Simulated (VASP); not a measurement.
Runs of VASP 6.6.1 on Ir. The structure is that of space group Fm-3m (No. 225), or close to it. The cells are those of the table. 

```tsv
task	spin	cell	k mesh	cutoff (eV)	smearing	gap on the mesh (eV)	pressure (GPa)	moment (μB)	relaxed volume (Å³/atom)
single point	off	a = 2.709 Å, angles 60.0°, 1 atom	23 × 23 × 23	520	fermi-dirac 0.1 eV	none	0.8	-	-
single point	off	a = 2.635 Å, angles 60.0°, 1 atom	23 × 23 × 23	520	fermi-dirac 0.1 eV	none	41.2	-	-
single point	collinear, ferromagnetic start	a = 2.672 Å, angles 60.0°, 1 atom	23 × 23 × 23	520	fermi-dirac 0.05 eV	none	(b)	0.00	-
relaxation of cell and atoms	off	relaxed from a = 2.715 Å, angles 60.0°, 1 atom	14 × 14 × 14	600	fermi-dirac 0.1 eV	none	0.0	-	14.10
single point	collinear, ferromagnetic start	a = 2.745 Å, angles 60.0°, 1 atom	23 × 23 × 23	520	fermi-dirac 0.05 eV	none	-13.2	0.00	-
single point	off	a = 2.814 Å, angles 60.0°, 1 atom	23 × 23 × 23	520	fermi-dirac 0.1 eV	none	-32.4	-	-
relaxation of cell and atoms	collinear, ferromagnetic start	relaxed from a = 2.715 Å, angles 60.0°, 1 atom	14 × 14 × 14	600	fermi-dirac 0.05 eV	none	0.0	0.00	14.10
single point	collinear, ferromagnetic start	a = 2.709 Å, angles 60.0°, 1 atom	23 × 23 × 23	520	fermi-dirac 0.05 eV	none	(a)	0.00	-
```

Alike in all rows: level PBEsol; potentials or basis VASP PAW PBE potentials, release 64 (Ir).

Task: Estimate the missing entries.

Result: (a) 0.7; (b) 18.6.

Caveats: the PAW data sets were made with another functional, which shifts forces and pressure a little; spin-orbit coupling is left out, which moves the levels of the heavy elements.

A k mesh can miss the band edges, and the runs leave out spin-orbit coupling on Ir.

A gap of «none» marks levels without a gap at the run's occupations.
